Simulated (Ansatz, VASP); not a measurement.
This is a calculation of BN for VASP 6.6.1.

The input POSCAR:

```
BN
1.0
    0.0000000000      1.8130010000      1.8130010000
    1.8130010000      0.0000000000      1.8130010000
    1.8130010000      1.8130010000      0.0000000000
N B
1 1
Direct
    0.2500000000      0.2500000000      0.2500000000
    0.0000000000      0.0000000000      0.0000000000
```

INCAR.step1

```
SYSTEM = BN
PREC = Accurate ; ENCUT = 520
EDIFF = 1E-5 ; ISMEAR = -1
SIGMA = 0.05 ; LREAL = .False.
LASPH = .True. ; NELM = 60
ALGO = Normal ; ISIF = 2
LWAVE = .True. ; LCHARG = .False.
GGA = PE ; NBANDS = 11
```

File INCAR.step2:

```
SYSTEM = BN
PREC = Accurate ; ENCUT = 520
EDIFF = 1E-7 ; ISMEAR = -1
SIGMA = 0.05 ; LREAL = .False.
LASPH = .True. ; NELM = 60
ALGO = Normal ; ISIF = 2
LWAVE = .False. ; LCHARG = .False.
GGA = PE ; LHFCALC = .True.
AEXX = 0.25 ; PRECFOCK = Normal
ISTART = 1 ; NBANDS = 11
```

Contents of KPOINTS:

```
Automatic mesh
0
Gamma
  7 7 7
  0 0 0
```

Potentials or basis: VASP PAW PBE potentials, release 64 (N, B).

Run with:

```sh
$ cat potpaw_PBE.64/N/POTCAR potpaw_PBE.64/B/POTCAR > POTCAR
$ cp INCAR.step1 INCAR
$ mpirun -np 1 vasp_std > vasp.out
$ cp INCAR.step2 INCAR
$ mpirun -np 1 vasp_std > vasp.out
```

Problem. Translate it to Ansatz 0.2.0. Potentials there: Ansatz PAW.

Solution. As run (the cutoff follows the program's own potentials):

Contents of input.yaml:

```yaml
crystal:
  lattice:
    - [0.0, 1.813001, 1.813001]
    - [1.813001, 0.0, 1.813001]
    - [1.813001, 1.813001, 0.0]
  atoms:
    - { symbol: "N", position: [0.25, 0.25, 0.25] }
    - { symbol: B, position: [0.0, 0.0, 0.0] }
hamiltonian:
  xc: { exchange: pbe, correlation: pbe, exx: { coeff: 0.25 } }
  pseudopotentials: { kind: paw }
kpoints:
  mp_grid: { grid: [7, 7, 7] }
scf:
  occupations: { method: fermi_dirac, width: 0.05 }
output:
  forces: true
  stress: true
  eigenvalues: true
```

Potentials or basis: Ansatz PAW.

Launch:

```sh
$ ansatz run input.yaml --threads 1 --pin off --max-ram 3584MiB --backend cpu --events-out ev --progress --plain --runs-dir out
```

Both were run:

|  | VASP | Ansatz | Ansatz less VASP |
| --- | --- | --- | --- |
| gap on the k mesh at the Fermi level (eV) | 6.81 | 6.81 | -0.002 |
| least direct gap on the mesh (eV) | 11.28 | 11.29 | +0.002 |
| pressure (GPa) | -9.1 | -9.5 | -0.40 |

VASP's potentials were made for PBE, not for PBE-based global hybrid. The functional is the same, so the differences come from potentials, cutoffs and numerics.

The k mesh is coarse, so the values compare programs but aren't converged. Noted on Ansatz's run: odd divisions of the mesh miss points on the zone boundary, where band edges often lie, so the gap on the mesh can be too wide.
